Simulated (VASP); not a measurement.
Wanted: the native input for a VASP 6.6.1 run.

```yaml
Task: single point
Functional: PBE0
Potentials_or_basis: VASP PAW PBE potentials, release 64 (Mg, F)
Cutoff: 520 eV
k_mesh: 4 × 4 × 6
Occupations: fermi-dirac, width 0.02 eV
Spin: no spin polarisation
Dipole_correction: no
Grid_for_exact_exchange_PRECFOCK: Normal
Further_INCAR_settings: ALGO = Normal; EDIFF = 1e-06; NBANDS = 25
Share_of_exact_exchange: 0.25
```

Crystal: MgF2.

```
CELL_PARAMETERS angstrom
4.62592 0.00000 0.00000
0.00000 4.62592 0.00000
0.00000 0.00000 3.04935
ATOMIC_POSITIONS crystal
Mg 0.00000 0.00000 0.00000
Mg 0.50000 0.50000 0.50000
F 0.30294 0.30294 0.00000
F 0.19706 0.80294 0.50000
F 0.69706 0.69706 0.00000
F 0.80294 0.19706 0.50000
```

One way to write it, as run:

POSCAR

```
MgF2
1.0
    4.6259220100      0.0000000000      0.0000000000
    0.0000000000      4.6259220100      0.0000000000
    0.0000000000      0.0000000000      3.0493542700
Mg F
2 4
Direct
    0.0000000000      0.0000000000      0.0000000000
    0.5000000000      0.5000000000      0.5000000000
    0.3029444600      0.3029444600      0.0000000000
    0.1970555400      0.8029444600      0.5000000000
    0.6970555400      0.6970555400      0.0000000000
    0.8029444600      0.1970555400      0.5000000000
```

INCAR.step1

```
PREC = Accurate
ENCUT = 520
EDIFF = 1E-5
ISMEAR = -1
SIGMA = 0.02
LREAL = F
LASPH = T
NELM = 120
ALGO = Normal
ISIF = 2
LWAVE = T
LCHARG = F
NBANDS = 25
GGA = PE
GGA_COMPAT = F
KPAR = 4
```

INCAR.step2

```
PREC = Accurate
ENCUT = 520
EDIFF = 1E-6
ISMEAR = -1
SIGMA = 0.02
LREAL = F
LASPH = T
NELM = 120
ALGO = Normal
ISIF = 2
LWAVE = F
LCHARG = F
GGA = PE
LHFCALC = T
AEXX = 0.25
PRECFOCK = Normal
NBANDS = 25
ISTART = 1
GGA_COMPAT = F
KPAR = 4
```

KPOINTS

```
Automatic mesh
0
Gamma
  4 4 6
```

Potentials or basis: VASP PAW PBE potentials, release 64 (Mg, F).

Command:

```sh
$ cat potpaw_PBE.64/Mg/POTCAR potpaw_PBE.64/F/POTCAR > POTCAR
$ cp INCAR.step1 INCAR
$ mpirun -np 4 vasp_std > vasp.out
$ cp INCAR.step2 INCAR
$ mpirun -np 4 vasp_std > vasp.out
```

It gave:

* Pressure: 0.3 GPa
* Largest force: 0.022 eV/Å
* Band gap on the k mesh: 10.16 eV

Caveat: the PAW data sets were made with another functional, which shifts forces and pressure a little.

It took 30 min on 4 MPI ranks on Intel(R) Xeon(R) Platinum 8375C CPU @ 2.90GHz (Ice Lake), on a shared host, peak memory 0.22 GiB a rank.
